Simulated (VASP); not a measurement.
# Ge (P6_3/mmc) in VASP: a series of runs

Aim: see how the results for Ge move with the level of theory and the settings. Levels: PBEsol+D3(BJ), LDA, PBEsol. Tasks: single point, relaxation of cell and atoms.

All numbers are computed with VASP 6.6.1; they aren't measurements. Logs are shortened: lines on timing, memory, paths and dates and some standing lists are left out, and cuts for length are marked.

## (1) The cell of the first run

The structure is hexagonal, space group P6_3/mmc (No. 194). Conventional cell: a = 3.966 Å, b = 3.966 Å, c = 6.521 Å, α = 90.00°, β = 90.00°, γ = 120.00°. Within 3.2 Å of Ge (site symmetry 3m) lie 4 Ge at 2.43 to 2.44 Å.

This isn't the form of Ge at room conditions, which is diamond.

## (2) Single point, PBEsol+D3(BJ)

File INCAR:

```
SYSTEM = Ge
  PREC = Accurate
  ENCUT = 500
  EDIFF = 1E-6
  ISMEAR = 0
  SIGMA = 0.15
  LREAL = .FALSE.
  LASPH = .TRUE.
  NELM = 120
  ALGO = Normal
  ISIF = 2
  LWAVE = .FALSE.
  LCHARG = .TRUE.
  GGA = PS
  IVDW = 12
  LELF = .TRUE.
  LVHAR = .TRUE.
  NBANDS = 36
  GGA_COMPAT = .FALSE.
```

File KPOINTS:

```
Automatic mesh
0
G
  7 7 4
  0 0 0
```

File POSCAR:

```
Ge
1.0
    3.9655598991      0.0000000000      0.0000000000
   -1.9827799495      3.4342756128      0.0000000000
    0.0000000000      0.0000000000      6.5214162720
Ge
4
Direct
    0.6666666667      0.3333333333      0.0626512619
    0.3333333333      0.6666666667      0.5626512619
    0.6666666667      0.3333333333      0.4373487381
    0.3333333333      0.6666666667      0.9373487381
```

Potentials or basis: VASP PAW PBE potentials, release 64 (Ge_d).

The run is started by

```console
cat potpaw_PBE.64/Ge_d/POTCAR > POTCAR
mpirun -np 1 vasp_std > vasp.out
```

OUTCAR:

```text
SYSTEM = Ge
   PREC = Accurate
   ENCUT = 500
   EDIFF = 1E-6
   ISMEAR = 0
   LREAL = .FALSE.
   LASPH = .TRUE.
   NELM = 120
   ISIF = 2
   GGA = PS
   IVDW = 12
 IVDW          = 12

 ion  position               nearest neighbor table
   1  0.667  0.333  0.063-   4 2.43   4 2.43   4 2.43   3 2.44
   2  0.333  0.667  0.563-   3 2.43   3 2.43   3 2.43   4 2.44
   3  0.667  0.333  0.437-   2 2.43   2 2.43   2 2.43   1 2.44
   4  0.333  0.667  0.937-   1 2.43   1 2.43   1 2.43   2 2.44

  LATTYP: Found a hexagonal cell.
 ALAT       =     3.9655598991
 C/A-ratio  =     1.6445133696

  Lattice vectors:

 A1 = (   3.9655598991,   0.0000000000,   0.0000000000)
 A2 = (  -1.9827799495,   3.4342756128,   0.0000000000)
 A3 = (   0.0000000000,   0.0000000000,   6.5214162720)

Analysis of symmetry for initial positions (statically):
=====================================================================
 Subroutine PRICEL returns:
 Original cell was already a primitive cell.

 Routine SETGRP: Setting up the symmetry group for a
 hexagonal supercell.

 Subroutine GETGRP returns: Found 24 space group operations
 (whereof 12 operations were pure point group operations)
 out of a pool of 24 trial point group operations.

The static configuration has the point symmetry D_3d.
 The point group associated with its full space group is D_6h.

Analysis of symmetry for dynamics (positions and initial velocities):
=====================================================================
 Subroutine PRICEL returns:
 Original cell was already a primitive cell.

 Routine SETGRP: Setting up the symmetry group for a
 hexagonal supercell.

 Subroutine GETGRP returns: Found 24 space group operations
 (whereof 12 operations were pure point group operations)
 out of a pool of 24 trial point group operations.

The dynamic configuration has the point symmetry D_3d.
 The point group associated with its full space group is D_6h.

 Subroutine INISYM returns: Found 24 space group operations
 (whereof 12 operations are pure point group operations),
 and found     1 'primitive' translations

----------------------------------------------------------------------------------------

                                     Primitive cell

  volume of cell :      88.8140

  direct lattice vectors                    reciprocal lattice vectors
     3.965559899  0.000000000  0.000000000     0.252171200  0.145591110  0.000000000
    -1.982779950  3.434275613  0.000000000     0.000000000  0.291182221  0.000000000
     0.000000000  0.000000000  6.521416272     0.000000000  0.000000000  0.153340924

  length of vectors
     3.965559899  3.965559899  6.521416272     0.291182221  0.291182221  0.153340924

  position of ions in fractional coordinates (direct lattice)
     0.666666667  0.333333333  0.062651262
     0.333333333  0.666666667  0.562651262
     0.666666667  0.333333333  0.437348738
     0.333333333  0.666666667  0.937348738

  ion indices of the primitive-cell ions
   primitive index   ion index
                 1           1
                 2           2
                 3           3
                 4           4

----------------------------------------------------------------------------------------

 KPOINTS: Automatic mesh

Automatic generation of k-mesh.
 Grid dimensions read from file:
 generate k-points for:    7    7    4

 Generating k-lattice:

  Cartesian coordinates                     Fractional coordinates (reciprocal lattice)
     0.036024457  0.020798730  0.000000000     0.142857143  0.000000000  0.000000000
     0.000000000  0.041597460  0.000000000     0.000000000  0.142857143  0.000000000
     0.000000000  0.000000000  0.038335231     0.000000000  0.000000000  0.250000000

  Length of vectors
     0.041597460  0.041597460  0.038335231

  Shift w.r.t. Gamma in fractional coordinates (k-lattice)
     0.000000000  0.000000000  0.000000000

 Subroutine IBZKPT returns following result:
 ===========================================

 Found     24 irreducible k-points:

 Following reciprocal coordinates:
            Coordinates               Weight
  0.000000  0.000000  0.000000      1.000000
  0.142857 -0.000000  0.000000      6.000000
  0.285714 -0.000000  0.000000      6.000000
  0.428571 -0.000000  0.000000      6.000000
  0.142857  0.142857  0.000000      6.000000
  0.285714  0.142857  0.000000     12.000000
[... 16 lines left out ...]
  0.428571  0.142857  0.500000      6.000000
  0.285714  0.285714  0.500000      6.000000
   k-points           NKPTS =     24   k-points in BZ     NKDIM =     24   number of bands    NBANDS=     36
   number of dos      NEDOS =    301   number of ions     NIONS =      4
   total plane-waves  NPLWV =  43200
   dimension x,y,z NGX =    30 NGY =   30 NGZ =   48
   dimension x,y,z NGXF=    60 NGYF=   60 NGZF=   96
   ions per type =               4
   NGX,Y,Z   is equivalent  to a cutoff of  12.58, 12.58, 12.24 a.u.
   NGXF,Y,Z  is equivalent  to a cutoff of  25.15, 25.15, 24.47 a.u.
 SYSTEM =  Ge
   PREC   = accura    normal or accurate (medium, high low for compatibility)
   ISTART =      0    job   : 0-new  1-cont  2-samecut
   ICHARG =      2    charge: 1-file 2-atom 10-const
   ISPIN  =      1    spin polarized calculation?
   LNONCOLLINEAR =      F non collinear calculations
   LSORBIT =      F    spin-orbit coupling
   LASPH  =      T    aspherical Exc in radial PAW
   ENCUT  =  500.0 eV  36.75 Ry    6.06 a.u.   7.23  7.23 11.89*2*pi/ulx,y,z
   NELM   =    120;   NELMIN=  2; NELMDL= -5     # of ELM steps
   EDIFF  = 0.1E-05   stopping-criterion for ELM
   LREAL  =      F    real-space projection
[... 7 lines left out ...]
   TEBEG  =    0.0;   TEEND  =   0.0 temperature during run
   PSTRESS=    0.0 pullay stress
   NELECT =      56.0000    total number of electrons
   NUPDOWN=      -1.0000    fix difference up-down
   EMIN   =  10.00;   EMAX   =-10.00  energy-range for DOS
   EFERMI =   0.00;   METHOD = LEGACY
   ISMEAR =     0;   SIGMA  =   0.15  broadening in eV -4-tet -1-fermi 0-gaus
   EFERMI_NEDOS =   21; number of points for ismear=-14 and -15
   IALGO  =     38    algorithm
   IMIX   =      4    mixing-type and parameters
     AMIX     =   0.40;   BMIX     =  1.00
     AMIX_MAG =   1.60;   BMIX_MAG =  1.00
  volume/ion in A,a.u.               =      22.20       149.84
  Fermi-wavevector in a.u.,A,eV,Ry     =   1.403816  2.652828 26.813008  1.970700
  Thomas-Fermi vector in A             =   2.526440
   LORBIT       =      0    0 simple, 1 ext, 2 COOP (PROOUT), +10 PAW based schemes
   GGA     = PS    functional components
   LHFCALC =     F    Hartree Fock is set to
   AEXX    =    0.0000 exact exchange contribution
   IVDW    =    12    specifies the selected vdW correction
   LEPSILON=     F    determine dielectric tensor
   LRPA    =     F    only Hartree local field effects (RPA)
 non-spin polarized calculation
 Gauss-broadening in eV      SIGMA  =   0.15
  energy-cutoff  :      500.00
  volume of cell :       88.81
 maximum number of plane-waves:      2272
 NGX is ok and might be reduce to    30
   NGX = 15   NGY = 15   NGZ = 23

 number of electron      56.0000007 magnetization

 Free energy of the ion-electron system (eV)
  ---------------------------------------------------
  ext. energy  EPLUGINS =         0.00000000
  ---------------------------------------------------
  free energy    TOTEN  =       -19.65336051 eV

  energy without entropy =      -19.65155679  energy(sigma->0) =      -19.65245865

 E-fermi :   5.1499     XC(G=0): -10.2149

 val. band max:        4.9965954674   @ k =   0.0000   0.0000   0.0000
 cond. band min:       5.2043398090   @ k =   0.0000   0.0000   0.2500
 fundamental gap:      0.2077443416
 Fermi energy:         5.1498783703

 k-point     1 :       0.0000    0.0000    0.0000
  band No.  band energies     occupation
      1     -19.7798      2.00000
      2     -19.7798      2.00000
      3     -19.7419      2.00000
      4     -19.7382      2.00000
      5     -19.7382      2.00000
      6     -19.7261      2.00000
[... 28 lines left out ...]
     35       9.6960      0.00000
     36      11.0880      0.00000

 k-point     2 :       0.1429   -0.0000    0.0000
  band No.  band energies     occupation
      1     -19.7918      2.00000
      2     -19.7840      2.00000
      3     -19.7532      2.00000
      4     -19.7453      2.00000
      5     -19.7381      2.00000
      6     -19.7128      2.00000
[... 28 lines left out ...]
     35      10.5711      0.00000
     36      11.0121      0.00000

 k-point     3 :       0.2857   -0.0000    0.0000
  band No.  band energies     occupation
      1     -19.8016      2.00000
      2     -19.7889      2.00000
      3     -19.7698      2.00000
      4     -19.7557      2.00000
      5     -19.7314      2.00000
      6     -19.7002      2.00000
[... 28 lines left out ...]
     35      12.0508      0.00000
     36      12.1365      0.00000

 k-point     4 :       0.4286   -0.0000    0.0000
  band No.  band energies     occupation
      1     -19.7989      2.00000
      2     -19.7902      2.00000
      3     -19.7846      2.00000
      4     -19.7611      2.00000
      5     -19.7168      2.00000
      6     -19.6950      2.00000
[... 28 lines left out ...]
     35      12.3600      0.00000
     36      13.4622      0.00000

 k-point     5 :       0.1429    0.1429    0.0000
  band No.  band energies     occupation
      1     -19.7988      2.00000
      2     -19.7924      2.00000
      3     -19.7633      2.00000
      4     -19.7578      2.00000
      5     -19.7292      2.00000
      6     -19.7051      2.00000
[... 655 lines left out ...]
 k-point    22 :       0.2857    0.1429    0.5000
  band No.  band energies     occupation
      1     -19.7852      2.00000
      2     -19.7852      2.00000
      3     -19.7733      2.00000
      4     -19.7733      2.00000
      5     -19.7145      2.00000
      6     -19.7145      2.00000
[... 28 lines left out ...]
     35      11.3767      0.00000
     36      11.3767      0.00000

 k-point    23 :       0.4286    0.1429    0.5000
  band No.  band energies     occupation
      1     -19.7877      2.00000
      2     -19.7877      2.00000
      3     -19.7733      2.00000
      4     -19.7733      2.00000
      5     -19.7078      2.00000
      6     -19.7078      2.00000
[... 28 lines left out ...]
     35      13.2324      0.00000
     36      13.2324      0.00000

 k-point    24 :       0.2857    0.2857    0.5000
  band No.  band energies     occupation
      1     -19.7954      2.00000
      2     -19.7954      2.00000
      3     -19.7734      2.00000
      4     -19.7734      2.00000
      5     -19.7041      2.00000
      6     -19.7041      2.00000
[... 28 lines left out ...]
     35      11.2017      0.00000
     36      11.2017      0.00000

------------------------ aborting loop because EDIFF is reached ----------------------------------------

 Edisp (eV)   -1.11470

 E8    (eV) :    -0.7445

  FORCE on cell =-STRESS in cart. coord.  units (eV):
  Direction    XX          YY          ZZ          XY          YZ          ZX
  --------------------------------------------------------------------------------------
  -------------------------------------------------------------------------------------
  Total      -0.08876    -0.08876    -0.08804    -0.00000    -0.00000     0.00000
  in kB      -1.60127    -1.60127    -1.58828    -0.00000    -0.00000     0.00000
  external pressure =       -1.60 kB  Pullay stress =        0.00 kB

 VOLUME and BASIS-vectors are now :
 -----------------------------------------------------------------------------
  energy-cutoff  :      500.00
  volume of cell :       88.81
      direct lattice vectors                 reciprocal lattice vectors
     3.965559899  0.000000000  0.000000000     0.252171200  0.145591110  0.000000000
    -1.982779950  3.434275613  0.000000000     0.000000000  0.291182221  0.000000000
     0.000000000  0.000000000  6.521416272     0.000000000  0.000000000  0.153340924

 POSITION                                       TOTAL-FORCE (eV/Angst)
 -----------------------------------------------------------------------------------
      1.98278      1.14476      0.40857         0.000000     -0.000000      0.001940
     -0.00000      2.28952      3.66928        -0.000000      0.000000      0.001940
      1.98278      1.14476      2.85213        -0.000000      0.000000     -0.001940
     -0.00000      2.28952      6.11284         0.000000     -0.000000     -0.001940
 -----------------------------------------------------------------------------------
    total drift:                                0.000000     -0.000000      0.000000

  FREE ENERGIE OF THE ION-ELECTRON SYSTEM (eV)
  ---------------------------------------------------
  free  energy   TOTEN  =       -20.7680630377 eV

  energy  without entropy=      -20.7662593259  energy(sigma->0) =      -20.76716118
```

Run time: 36 s. Hardware: 1 thread of Intel Xeon 6975P-C (Granite Rapids), shared host; peak memory 0.22 GiB.

What came out:

| Property | Result |
| --- | --- |
| Free energy | -20.7681 eV |
| Pressure | -0.2 GPa |
| Band gap on the k mesh | zero (bands 28 and 29 overlap by 0.02 eV) |
| Dispersion energy per atom | -0.279 eV |

Levels at points of the mesh, in eV from the Fermi level:
```tsv
k point	band 26	band 27	band 28	band 29	band 30	band 31
(0.00, 0.00, 0.00)	-0.19	-0.15	0.08	0.08	0.19	2.18
(0.00, 0.00, 0.50)	-0.95	-0.95	-0.95	0.65	0.65	3.31
```

Caveat: semilocal functionals underestimate gaps, so a narrow gap can read as zero; the PAW data sets were made with another functional, which shifts forces and pressure a little.

(Part 1 of 2 ends here.)
